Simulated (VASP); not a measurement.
# HoSi2O: single point with PBE

HoSi2O:

```
Ho Si O
1.0
     4.14552    0.00000    0.00000
     0.00000    4.14552    0.00000
     0.00000    0.00000    4.57966
Ho Si O
1 2 1
Direct
  0.00000 0.00000 0.50000
  0.50000 0.00000 0.00000
  0.00000 0.50000 0.00000
  0.00000 0.00000 0.00000
```

The cell was built from a structure type or drawn by symmetry, and may not be a known phase.

```yaml
Program: VASP 6.6.1
Task: single point
Functional: PBE
Potentials_or_basis: VASP PAW PBE potentials, release 64 (Ho_3, Si, O), 4f in core
Cutoff: 600 eV
k_mesh: 12 × 12 × 10
Occupations: gaussian, width 0.1 eV
Spin: no spin polarisation
Dipole_correction: no
Mended: yes
Further_INCAR_settings: ALGO = Normal; EDIFF = 1e-06; NBANDS = 20
```

The pressure is 0.2 GPa and the band gap on the k mesh is zero (an odd number of electrons rules out a gap without spin polarisation).

Stress tensor (GPa, compression positive):
```
0.03 0.00 0.00
0.00 0.03 0.00
0.00 0.00 0.53
```

Levels at points of the mesh, in eV from the Fermi level:
| k point | band 9 | band 10 | band 11 | band 12 | band 13 | band 14 | band 15 | band 16 |
| --- | --- | --- | --- | --- | --- | --- | --- | --- |
| (0.00, 0.00, 0.00) | -4.19 | 0.14 | 0.65 | 1.77 | 1.77 | 1.77 | 1.77 | 2.63 |
| (0.50, 0.00, 0.00) | -2.50 | -1.73 | -0.16 | 1.38 | 1.80 | 1.82 | 2.06 | 2.88 |
| (0.50, 0.50, 0.00) | -1.50 | -1.50 | -1.34 | -1.34 | 1.07 | 2.66 | 3.56 | 5.15 |
| (0.00, 0.00, 0.50) | -3.50 | -3.01 | -0.87 | 1.79 | 1.79 | 3.87 | 4.54 | 4.54 |
| (0.50, 0.00, 0.50) | -2.12 | -1.79 | -1.57 | 0.53 | 1.96 | 2.53 | 3.72 | 3.96 |
| (0.50, 0.50, 0.50) | -1.19 | -1.19 | -0.74 | -0.74 | 0.18 | 1.93 | 4.13 | 4.29 |

Wall time 2.6 min on 1 thread of AMD EPYC 9R45 96-Core Processor (Zen 5), with other jobs on the host, peak memory 0.44 GiB.

Caveat: spin-orbit coupling is left out, which moves the levels of the heavy elements; the 4f electrons are frozen in the core, so they carry no moment and show no levels; an odd number of electrons without spin polarisation forces a metal; a magnetic or distorted state may lie lower; the run has no spin polarisation, though such a crystal can be magnetic. With open d or f shells a metallic result of PBE can be an artefact of self-interaction; +U or a hybrid may open a gap.
